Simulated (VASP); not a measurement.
# O in VASP: further runs, part 2 of 2

VASP 6.6.1.

### Step 3. Single point, PBE, collinear spin, ferromagnetic start

Input file INCAR:

```
SYSTEM = O
PREC = Accurate
ENCUT = 520
EDIFF = 1E-7
ISMEAR = -1
SIGMA = 0.05
LREAL = .FALSE.
LASPH = .TRUE.
NELM = 150
ALGO = Normal
ISIF = 2
LWAVE = .FALSE.
LCHARG = .FALSE.
ISPIN = 2
MAGMOM = 1 1 1 1 1 1 1 1 1 1 1 1
LORBIT = 11
GGA = PE
NBANDS = 52
```

Input file KPOINTS:

```
Automatic mesh
0
G
  1 1 1
  0 0 0
```

Input file POSCAR:

```
O
1.0
    6.0876040000      0.0000000000      0.0000000000
    0.0000000000      6.0876040000      0.0000000000
    0.0000000000      0.0000000000      6.0876040000
O
12
Direct
    0.2146164567      0.2944836754      0.5652141631
    0.1204414742      0.2957156872      0.3889379138
    0.6521284893      0.6130490748      0.6810068460
    0.5916777767      0.7855964350      0.6091066370
    1.0003114526      0.7481925565      0.4214958792
    0.9469407011      0.8766996014      0.2761677665
    0.2031012530      0.6968423045      0.0473256802
    0.3521746815      0.8175794615      0.1117188306
    0.8958697051      0.2026577287      0.8235095450
    0.7978179921      0.0885077282      0.9406820812
    0.7176222369      0.4382348129      0.1365397618
    0.5223894327      0.3854225735      0.1432911865
```

Potentials or basis: VASP PAW PBE potentials, release 64 (O).

The run is started by

```
$ cat potpaw_PBE.64/O/POTCAR > POTCAR
$ mpirun -np 1 vasp_gam > vasp.out
```

OUTCAR:

```text
SYSTEM = O
   PREC = Accurate
   ENCUT = 520
   EDIFF = 1E-7
   ISMEAR = -1
   LREAL = .FALSE.
   LASPH = .TRUE.
   NELM = 150
   ISIF = 2
   ISPIN = 2
   LORBIT = 11
   GGA = PE

 ion  position               nearest neighbor table
   1  0.215  0.294  0.565-   2 1.22
   2  0.120  0.296  0.389-   1 1.22
   3  0.652  0.613  0.681-   4 1.20
   4  0.592  0.786  0.609-   3 1.20
   5  0.000  0.748  0.421-   6 1.22
   6  0.947  0.877  0.276-   5 1.22
   7  0.203  0.697  0.047-   8 1.23
   8  0.352  0.818  0.112-   7 1.23
   9  0.896  0.203  0.824-  10 1.16
  10  0.798  0.089  0.941-   9 1.16
  11  0.718  0.438  0.137-  12 1.23
  12  0.522  0.385  0.143-  11 1.23

  LATTYP: Found a simple cubic cell.
 ALAT       =     6.0876040000
[... 338 lines left out ...]
      3.18010      2.34630      0.87230         0.021662     -0.080788      0.098008
 -----------------------------------------------------------------------------------
    total drift:                                0.001282     -0.001334     -0.000542

  FREE ENERGIE OF THE ION-ELECTRON SYSTEM (eV)
  ---------------------------------------------------
  free  energy   TOTEN  =       -58.2650555864 eV

  energy  without entropy=      -58.2650427925  energy(sigma->0) =      -58.26504919

 total charge

# of ion       s       p       d       tot
------------------------------------------
    1        1.613   3.303   0.000   4.916
    2        1.613   3.304   0.000   4.917
    3        1.613   3.334   0.000   4.948
    4        1.613   3.336   0.000   4.949
    5        1.612   3.299   0.000   4.911
    6        1.617   3.293   0.000   4.910
    7        1.615   3.283   0.000   4.898
    8        1.612   3.284   0.000   4.896
    9        1.618   3.396   0.000   5.014
   10        1.618   3.397   0.000   5.015
   11        1.614   3.285   0.000   4.899
   12        1.613   3.283   0.000   4.896
--------------------------------------------------
tot         19.370  39.797   0.000  59.167

 magnetization (x)

# of ion       s       p       d       tot
------------------------------------------
    1        0.011   0.799   0.000   0.809
    2        0.011   0.800   0.000   0.812
    3        0.011   0.796   0.000   0.807
    4        0.010   0.794   0.000   0.804
    5        0.010   0.794   0.000   0.804
    6        0.012   0.811   0.000   0.823
    7        0.011   0.814   0.000   0.824
    8        0.010   0.790   0.000   0.800
    9        0.010   0.782   0.000   0.793
   10        0.010   0.793   0.000   0.802
   11        0.010   0.807   0.000   0.817
   12        0.011   0.797   0.000   0.807
--------------------------------------------------
tot          0.127   9.575   0.000   9.702
```

OSZICAR:

```text
N       E                     dE             d eps       ncg     rms          rms(c)
DAV:   1     0.709490826047E+03    0.70949E+03   -0.42404E+04   208   0.131E+03
DAV:   2     0.583851019057E+01   -0.70365E+03   -0.67424E+03   260   0.334E+02
DAV:   3    -0.569112933713E+02   -0.62750E+02   -0.61191E+02   232   0.107E+02
DAV:   4    -0.579717011543E+02   -0.10604E+01   -0.10567E+01   248   0.148E+01
DAV:   5    -0.579944789932E+02   -0.22778E-01   -0.22739E-01   256   0.202E+00    0.161E+01
DAV:   6    -0.579994379127E+02   -0.49589E-02   -0.65991E+00   240   0.138E+01    0.749E+00
DAV:   7    -0.582529614716E+02   -0.25352E+00   -0.13000E+00   232   0.644E+00    0.366E+00
DAV:   8    -0.582497270598E+02    0.32344E-02   -0.36030E-01   240   0.315E+00    0.109E+00
DAV:   9    -0.582621560214E+02   -0.12429E-01   -0.38431E-02   224   0.110E+00    0.527E-01
DAV:  10    -0.582648581614E+02   -0.27021E-02   -0.42901E-03   240   0.395E-01    0.135E-01
DAV:  11    -0.582650327326E+02   -0.17457E-03   -0.43427E-04   224   0.133E-01    0.517E-02
DAV:  12    -0.582650520806E+02   -0.19348E-04   -0.84561E-05   224   0.596E-02    0.211E-02
DAV:  13    -0.582650549770E+02   -0.28963E-05   -0.22477E-05   256   0.299E-02    0.120E-02
DAV:  14    -0.582650553496E+02   -0.37263E-06   -0.45569E-06   224   0.155E-02    0.555E-03
DAV:  15    -0.582650556777E+02   -0.32813E-06   -0.16446E-06   224   0.801E-03    0.280E-03
DAV:  16    -0.582650555769E+02    0.10080E-06   -0.71274E-07   216   0.604E-03    0.121E-03
DAV:  17    -0.582650555864E+02   -0.94478E-08   -0.15540E-07   184   0.247E-03
   1 F= -.58265056E+02 E0= -.58265049E+02  d E =-.127938E-04  mag=    12.0000
```

It took 36 s on 1 thread of Intel Xeon Platinum 8488C (Sapphire Rapids), shared host; peak memory 0.37 GiB.

Results:

```yaml
Free_energy: -58.2651 eV
Pressure: 5.5 GPa
Largest_force: 6.670 eV/Å
Band_gap_on_the_k_mesh: 1.16 eV
Net_moment: 12.00 μB per cell
Site_moments: O +0.81, +0.80, +0.82, +0.79 μB
Valence_electrons_inside_the_program's_atomic_spheres: O 4.92, 4.95, 4.91, 4.90, 5.01
```

Forces in eV/Å, atoms in the order of the input:
```
O    0.858  0.060  0.906
O   -0.536 -0.010 -1.025
O    0.802 -2.642  1.144
O   -1.097  2.614 -1.072
O    0.169 -0.187  0.523
O   -0.645  0.520  0.238
O    0.494 -0.244 -0.660
O    0.120  0.078 -0.122
O    3.407  3.817 -4.135
O   -3.445 -4.299  3.760
O   -0.148  0.374  0.344
O    0.022 -0.081  0.098
```

Levels at points of the mesh, in eV from the valence-band top:
Spin up:
```
           k point  band 38  band 39  band 40  band 41  band 42  band 43  band 44  band 45  band 46  band 47
(0.00, 0.00, 0.00)    -0.47    -0.42    -0.36    -0.09     0.00     6.24     7.58     8.26     8.60     8.96
```
Spin down:
```
           k point  band 26  band 27  band 28  band 29  band 30  band 31  band 32  band 33  band 34  band 35
(0.00, 0.00, 0.00)    -5.13    -5.02    -4.90    -4.66    -4.26     1.16     1.42     1.45     1.56     1.57
```

Caveat: the k points lie up to 1.03 Å⁻¹ apart; the standard files for N, O and F lose accuracy on very short bonds.

### Step 4. Single point, PBE, collinear spin, ferromagnetic start

Input file INCAR:

```
PREC     = Accurate       # precision mode
ENCUT    = 520            # plane-wave cutoff, eV
EDIFF    = 1E-6           # SCF threshold, eV
ISMEAR   = -1             # smearing method
SIGMA    = 0.05           # smearing width, eV
LREAL    = False          # projectors in reciprocal space
LASPH    = True           # aspherical terms in the spheres
NELM     = 150            # most SCF steps
ALGO     = Normal         # electronic algorithm
ISIF     = 2              # what is computed and relaxed
LWAVE    = False          # write WAVECAR
LCHARG   = False          # write CHGCAR
ISPIN    = 2              # spin polarisation
MAGMOM   = 1 1 1 1 1 1 1 1 1 1 1 1 # initial moments
LORBIT   = 11             # projections on sites
GGA      = PE             # functional
NBANDS   = 52             # bands
```

Input file KPOINTS:

```
regular mesh
0
Gamma
  1 1 1
```

Input file POSCAR:

```
O
1.0
    6.0876040000      0.0000000000      0.0000000000
    0.0000000000      6.0876040000      0.0000000000
    0.0000000000      0.0000000000      6.0876040000
O
12
Direct
    0.2671165864      0.2547307611      0.4048390795
    0.1310860562      0.3959685945      0.3626549953
    0.6141825257      0.5496415338      0.7280696970
    0.5273010531      0.7033473268      0.6503379655
    0.9454130065      0.9950877225      0.4279844747
    0.8439280873      0.8225896428      0.4261775240
    0.1777875171      0.7154867498     -0.0123201181
    0.3146229617      0.8423346854      0.0724587210
    1.0230790308      0.2531866396      0.8942598763
    0.9926894062      0.0702410998      0.8515337069
    0.6135583064      0.3666631404      0.2584596501
    0.5643106878      0.2737365965      0.0805078648
```

Potentials or basis: VASP PAW PBE potentials, release 64 (O).

The run is started by

```
$ cat potpaw_PBE.64/O/POTCAR > POTCAR
$ mpirun -np 1 vasp_gam > vasp.out
```

OUTCAR:

```text
PREC = Accurate
   ENCUT = 520
   EDIFF = 1E-6
   ISMEAR = -1
   LREAL = False
   LASPH = True
   NELM = 150
   ISIF = 2
   ISPIN = 2
   LORBIT = 11
   GGA = PE

 ion  position               nearest neighbor table
   1  0.267  0.255  0.405-   2 1.22
   2  0.131  0.396  0.363-   1 1.22
   3  0.614  0.550  0.728-   4 1.17
   4  0.527  0.703  0.650-   3 1.17
   5  0.945  0.995  0.428-   6 1.22
   6  0.844  0.823  0.426-   5 1.22
   7  0.178  0.715  0.988-   8 1.25
   8  0.315  0.842  0.072-   7 1.25
   9  0.023  0.253  0.894-  10 1.16
  10  0.993  0.070  0.852-   9 1.16
  11  0.614  0.367  0.258-  12 1.26
  12  0.564  0.274  0.081-  11 1.26

  LATTYP: Found a simple cubic cell.
 ALAT       =     6.0876040000

  Lattice vectors:

 A1 = (   6.0876040000,   0.0000000000,   0.0000000000)
 A2 = (   0.0000000000,   6.0876040000,   0.0000000000)
 A3 = (   0.0000000000,   0.0000000000,   6.0876040000)

Analysis of symmetry for initial positions (statically):
=====================================================================
[... 315 lines left out ...]

 POSITION                                       TOTAL-FORCE (eV/Angst)
 -----------------------------------------------------------------------------------
      1.62610      1.55070      2.46450         0.228708     -0.555215      0.542099
      0.79800      2.41050      2.20770        -0.585106      0.741012     -0.105660
      3.73890      3.34600      4.43220         2.375989     -4.102359      2.066648
      3.21000      4.28170      3.95900        -2.714511      4.039165     -1.935190
      5.75530      6.05770      2.60540         0.262242      0.593611     -0.219341
      5.13750      5.00760      2.59440        -0.248922     -0.827976     -0.305539
      1.08230      4.35560      6.01260         0.808361      0.439317      0.535537
      1.91530      5.12780      0.44110        -0.652341     -0.754429     -0.373295
      0.14050      1.54130      5.44390         1.161409      6.901105      1.546086
      6.04310      0.42760      5.18380        -1.315160     -6.564339     -1.479780
      3.73510      2.23210      1.57340         0.191207     -0.595093     -1.763109
      3.43530      1.66640      0.49010         0.488125      0.685201      1.491544
 -----------------------------------------------------------------------------------
    total drift:                               -0.002662     -0.001114      0.001644

  FREE ENERGIE OF THE ION-ELECTRON SYSTEM (eV)
  ---------------------------------------------------
  free  energy   TOTEN  =       -58.1891671817 eV

  energy  without entropy=      -58.1891261731  energy(sigma->0) =      -58.18914668

 total charge

# of ion       s       p       d       tot
------------------------------------------
    1        1.615   3.303   0.000   4.918
    2        1.612   3.300   0.000   4.912
    3        1.615   3.371   0.000   4.986
    4        1.615   3.372   0.000   4.988
    5        1.615   3.306   0.000   4.921
    6        1.614   3.302   0.000   4.917
    7        1.614   3.255   0.000   4.869
    8        1.612   3.258   0.000   4.870
    9        1.616   3.400   0.000   5.015
   10        1.617   3.404   0.000   5.021
   11        1.614   3.245   0.000   4.858
   12        1.612   3.245   0.000   4.858
--------------------------------------------------
tot         19.373  39.761   0.000  59.134

 magnetization (x)

# of ion       s       p       d       tot
------------------------------------------
    1        0.011   0.808   0.000   0.819
    2        0.011   0.791   0.000   0.802
    3        0.011   0.785   0.000   0.795
    4        0.011   0.796   0.000   0.807
    5        0.010   0.802   0.000   0.812
    6        0.011   0.802   0.000   0.812
    7        0.011   0.810   0.000   0.821
    8        0.011   0.797   0.000   0.808
    9        0.010   0.786   0.000   0.796
   10        0.010   0.792   0.000   0.802
   11        0.012   0.813   0.000   0.825
   12        0.011   0.803   0.000   0.813
--------------------------------------------------
tot          0.129   9.586   0.000   9.715
```

stdout:

```text
POSCAR found type information on POSCAR O
 POSCAR found :  1 types and      12 ions
 scaLAPACK will be used
 LDA part: xc-table for (Slater+PW92), standard interpolation
 POSCAR, INCAR and KPOINTS ok, starting setup
 FFT: planning ... GRIDC
 FFT: planning ... GRID_SOFT
 FFT: planning ... GRID
 WAVECAR not read
 entering main loop
```

Wall time 31 s (1 thread of Intel Xeon Platinum 8488C (Sapphire Rapids), shared host); peak memory 0.37 GiB.

Results:

```
Free energy                                           : -58.1892 eV
Pressure                                              : 5.3 GPa
Largest force                                         : 7.167 eV/Å
Band gap on the k mesh                                : 1.05 eV
Net moment                                            : 12.00 μB per cell
Site moments                                          : O +0.82, +0.80, +0.81 μB
Valence electrons inside the program's atomic spheres : O 4.92, 4.91, 4.99, 4.87, 5.01, 5.02, 4.86
```

Forces in eV/Å, atoms in the order of the input:
```
O    0.229 -0.555  0.542
O   -0.585  0.741 -0.106
O    2.376 -4.102  2.067
O   -2.715  4.039 -1.935
O    0.262  0.594 -0.219
O   -0.249 -0.828 -0.306
O    0.808  0.439  0.536
O   -0.652 -0.754 -0.373
O    1.161  6.901  1.546
O   -1.315 -6.564 -1.480
O    0.191 -0.595 -1.763
O    0.488  0.685  1.492
```

Stress tensor (GPa, compression positive):
```
 3.83 -0.46 -0.47
-0.46 10.32 -1.63
-0.47 -1.63  1.71
```

Caveat: the k points lie up to 1.03 Å⁻¹ apart; the standard files for N, O and F lose accuracy on very short bonds.

### Step 5. Single point, PBE, collinear spin, ferromagnetic start

Input file INCAR:

```
PREC = Accurate
ENCUT = 520
EDIFF = 1E-6
ISMEAR = -1
SIGMA = 0.05
LREAL = False
LASPH = True
NELM = 150
ALGO = Normal
ISIF = 2
LWAVE = False
LCHARG = False
ISPIN = 2
MAGMOM = 1 1 1 1 1 1 1 1 1 1 1 1
LORBIT = 11
GGA = PE
NBANDS = 52
```

Input file KPOINTS:

```
Automatic mesh
0
Gamma
  1 1 1
```

Input file POSCAR:

```
O
1.0
    6.0876040000      0.0000000000      0.0000000000
    0.0000000000      6.0876040000      0.0000000000
    0.0000000000      0.0000000000      6.0876040000
O
12
Direct
    0.2636012461      0.2946315168      0.4592775746
    0.1085813072      0.4185226240      0.4256518657
    0.6271104362      0.5699779421      0.7101644588
    0.4573884898      0.6677011185      0.6944275613
    0.7865163371      0.9531828943      0.4356229479
    0.9483369812      0.8591228996      0.5061268768
    0.1083184780      0.7486032271      0.0040902792
    0.2830341790      0.7688575012      0.1067579297
    1.1791667132      0.2931038221      0.9425711659
    1.0593166047      0.1776561025      0.8377023210
    0.6195540971      0.3373576862      0.0510874229
    0.5741667822      0.1542643050     -0.0285169666
```

The run is started by

```
$ cat potpaw_PBE.64/O/POTCAR > POTCAR
$ mpirun -np 1 vasp_gam > vasp.out
```

It took 31 s on 1 thread of Intel Xeon Platinum 8488C (Sapphire Rapids), shared host; peak memory 0.37 GiB.

It converged, with:

* Free energy: -58.7193 eV
* Pressure: 3.3 GPa
* Largest force: 3.004 eV/Å
* Band gap on the k mesh: 1.35 eV
* Net moment: 12.00 μB per cell
* Site moments: O +0.81, +0.80, +0.82 μB
* Valence electrons inside the program's atomic spheres: O 4.90, 4.95, 4.91, 4.88, 4.87

Forces in eV/Å, atoms in the order of the input:
```
O    0.453 -0.273 -0.119
O   -0.389  0.238 -0.118
O    2.632 -1.318 -0.074
O   -2.552  1.543 -0.360
O   -0.931  0.577 -0.446
O    0.944 -0.477  0.325
O    0.420  0.045  0.380
O   -0.507 -0.025 -0.146
O    1.263  1.606  1.382
O   -1.744 -1.546 -1.284
O   -0.135 -1.159  0.024
O    0.546  0.788  0.437
```

Stress tensor (GPa, compression positive):
```
 4.78 -1.00  0.67
-1.00  2.67 -0.45
 0.67 -0.45  2.48
```

Levels at points of the mesh, in eV from the valence-band top:
Spin up:
| k point | band 38 | band 39 | band 40 | band 41 | band 42 | band 43 | band 44 | band 45 | band 46 | band 47 |
| --- | --- | --- | --- | --- | --- | --- | --- | --- | --- | --- |
| (0.00, 0.00, 0.00) | -0.37 | -0.28 | -0.16 | -0.12 | 0.00 | 6.56 | 7.78 | 7.98 | 8.61 | 9.03 |
Spin down:
| k point | band 28 | band 29 | band 30 | band 31 | band 32 | band 33 |
| --- | --- | --- | --- | --- | --- | --- |
| (0.00, 0.00, 0.00) | -4.51 | -4.47 | -4.41 | 1.35 | 1.41 | 1.57 |

Caveat: the k points lie up to 1.03 Å⁻¹ apart; the standard files for N, O and F lose accuracy on very short bonds.

### Step 6. Single point, PBE, collinear spin, ferromagnetic start

Input file INCAR:

```
PREC     = Accurate       # precision mode
ENCUT    = 910            # plane-wave cutoff, eV
EDIFF    = 1E-6           # SCF threshold, eV
ISMEAR   = -1             # smearing method
SIGMA    = 0.05           # smearing width, eV
LREAL    = False          # projectors in reciprocal space
LASPH    = True           # aspherical terms in the spheres
NELM     = 200            # most SCF steps
ALGO     = Normal         # electronic algorithm
ISIF     = 2              # what is computed and relaxed
LWAVE    = False          # write WAVECAR
LCHARG   = False          # write CHGCAR
ISPIN    = 2              # spin polarisation
MAGMOM   = 1 1 1 1 1 1 1 1 1 1 1 1 # initial moments
LORBIT   = 11             # projections on sites
GGA      = PE             # functional
NBANDS   = 52             # bands
GGA_COMPAT= False
```

Input file KPOINTS:

```
regular mesh
0
Gamma
  1 1 1
```

Input file POSCAR:

```
O
1.0
    6.0876040000      0.0000000000      0.0000000000
    0.0000000000      6.0876040000      0.0000000000
    0.0000000000      0.0000000000      6.0876040000
O
12
Direct
    0.2671165864      0.2547307611      0.4048390795
    0.1310860562      0.3959685945      0.3626549953
    0.6141825257      0.5496415338      0.7280696970
    0.5273010531      0.7033473268      0.6503379655
    0.9454130065      0.9950877225      0.4279844747
    0.8439280873      0.8225896428      0.4261775240
    0.1777875171      0.7154867498     -0.0123201181
    0.3146229617      0.8423346854      0.0724587210
    1.0230790308      0.2531866396      0.8942598763
    0.9926894062      0.0702410998      0.8515337069
    0.6135583064      0.3666631404      0.2584596501
    0.5643106878      0.2737365965      0.0805078648
```

Potentials or basis: VASP PAW PBE potentials, release 64 (O_h).

The run is started by

```
$ cat potpaw_PBE.64/O_h/POTCAR > POTCAR
$ mpirun -np 1 vasp_gam > vasp.out
```

It took 47 s on 1 thread of Intel Xeon 6975P-C (Granite Rapids), shared host; peak memory 0.57 GiB.

The run converged. Its results:

```yaml
Free_energy: -59.2948 eV
Pressure: 3.0 GPa
Largest_force: 5.334 eV/Å
Band_gap_on_the_k_mesh: 1.05 eV
Net_moment: 12.00 μB per cell
Site_moments: O +0.63, +0.62, +0.61 μB
Valence_electrons_inside_the_program's_atomic_spheres: O 3.31, 3.35, 3.32, 3.29, 3.36
```

Forces on the atoms (eV/Å):
```
O   -0.493  0.194  0.320
O    0.138 -0.008  0.117
O    1.657 -2.829  1.423
O   -1.997  2.765 -1.291
O   -0.288 -0.339 -0.229
O    0.301  0.105 -0.297
O    1.378  0.968  0.889
O   -1.221 -1.283 -0.725
O    0.870  5.139  1.134
O   -1.023 -4.802 -1.068
O    0.004 -0.945 -2.432
O    0.673  1.036  2.160
```

Stress tensor (GPa, compression positive):
```
 2.27 -0.56 -1.24
-0.56  6.32 -1.86
-1.24 -1.86  0.51
```

Levels at points of the mesh, in eV from the valence-band top:
Spin up:
```csv
k point,band 38,band 39,band 40,band 41,band 42,band 43,band 44,band 45,band 46,band 47
"(0.00, 0.00, 0.00)",-0.45,-0.34,-0.21,-0.11,0.00,6.16,7.37,7.84,8.41,8.93
```
Spin down:
| k point | band 27 | band 28 | band 29 | band 30 | band 31 | band 32 | band 33 | band 34 |
| --- | --- | --- | --- | --- | --- | --- | --- | --- |
| (0.00, 0.00, 0.00) | -5.10 | -4.90 | -4.88 | -4.47 | 1.05 | 1.11 | 1.15 | 1.30 |

Caveat: the k points lie up to 1.03 Å⁻¹ apart; the cutoff is under 1.25 times the usual one of these potentials, so pressure, stress and relaxed cells hold a basis-set (Pulay) error.
